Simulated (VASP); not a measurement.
# Sn: single point with PBE

The system is Sn.

```
Sn
1.0
    -2.84825    2.89597    1.59065
     2.89597   -2.84825    1.59065
     2.93573    2.93573   -1.50317
Sn
2
Direct
  0.00000 0.00000 0.00000
  0.75000 0.25000 0.50000
```

This cell differs from its parent crystal: equal xy, yz and zx shear strains of +3 %.

| Item | Value |
| --- | --- |
| Program | VASP 6.6.1 |
| Task | single point |
| Functional | PBE |
| Potentials or basis | VASP PAW PBE potentials, release 64 (Sn_d) |
| Cutoff | 520 eV |
| k mesh | 15 × 15 × 15 |
| Occupations | fermi-dirac, width 0.05 eV |
| Spin | no spin polarisation |
| Dipole correction | no |
| Further INCAR settings | ALGO = Normal; EDIFF = 1e-06; NBANDS = 21 |

| Quantity | Value |
| --- | --- |
| Pressure | 2.7 GPa |
| Largest force | 0.093 eV/Å |
| Band gap on the k mesh | zero (bands 14 and 15 overlap by 4.44 eV) |

Forces on the atoms (eV/Å):
```
Sn  -0.066  0.066  0.000
Sn   0.066 -0.066  0.000
```

Stress tensor (GPa, compression positive):
```
 2.99 -0.68 -0.79
-0.68  2.99 -0.79
-0.79 -0.79  2.07
```

Levels at points of the mesh, in eV from the Fermi level:
```
           k point  band 12  band 13  band 14  band 15  band 16  band 17
(0.00, 0.00, 0.00)    -3.62    -2.19    -1.76     2.99     6.21     6.33
```

It took 18 min on 1 thread of Oxide Virtual Turin-like Processor (shared host), peak memory 0.79 GiB.

Caveat: the cell differs from its parent crystal (equal xy, yz and zx shear strains of +3 %); spin-orbit coupling is left out, which moves the levels of the heavy elements.
